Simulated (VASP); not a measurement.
The system is FeGe.

```
Ge Fe
1.0
     4.99760    0.00000    0.00000
    -2.49880    4.32805    0.00000
     0.00000    0.00000    4.11576
Ge Fe
3 3
Direct
  0.66667 0.33333 0.50000
  0.33333 0.66667 0.50000
  0.00000 0.00000 0.00000
  0.00000 0.50000 0.00000
  0.50000 0.50000 0.00000
  0.50000 0.00000 0.00000
```

* Program: VASP 6.6.1
* Task: relaxation of cell and atoms
* Functional: LDA
* Potentials or basis: VASP PAW LDA potentials, release 64 (Ge_d, Fe)
* Cutoff: 600 eV
* k mesh: 6 × 6 × 7
* Occupations: fermi-dirac, width 0.05 eV
* Spin: collinear spin, ferromagnetic start
* Starting moments: [0.0, 0.0, 0.0, 3.0, 3.0, 3.0] μB

At the start: pressure -14.6 GPa; volume 14.84 Å³/atom.

Question: How do energy, volume and symmetry change on relaxing?

Answer: Over 9 steps the energy falls by 76.9 meV/atom and the volume is 13.36 Å³/atom (-10.0 %); space group P6/mmm (No. 191, to 0.1 Å) before and after; moment 3.15 μB per cell.

The path:
| step | energy change (eV) | largest force (eV/Å) | pressure (GPa) | volume (Å³) |
| --- | --- | --- | --- | --- |
| 1 | 0.0000 | 0.0000 | -14.58 | 89.02 |
| 2 | 0.0716 | 0.0000 | 23.84 | 72.74 |
| 3 | -0.4363 | 0.0000 | -0.12 | 80.52 |
| 4 | -0.4365 | 0.0000 | 0.15 | 80.36 |
| 5 | -0.4592 | 0.0000 | 0.19 | 80.12 |
| 6 | -0.4611 | 0.0000 | 0.29 | 80.02 |
| 7 | -0.4611 | 0.0000 | 0.25 | 80.03 |
| 8 | -0.4611 | 0.0000 | -0.22 | 80.26 |
| 9 | -0.4612 | 0.0000 | -0.01 | 80.15 |

Final structure:
```
Ge Fe
1.0
     4.87413    0.00000    0.00000
    -2.43707    4.22112    0.00000
     0.00000    0.00000    3.89546
Ge Fe
3 3
Cartesian
  2.4371 1.4070 1.9477
  0.0000 2.8141 1.9477
  0.0000 0.0000 0.0000
  -1.2185 2.1106 0.0000
  1.2185 2.1106 0.0000
  2.4371 0.0000 0.0000
```
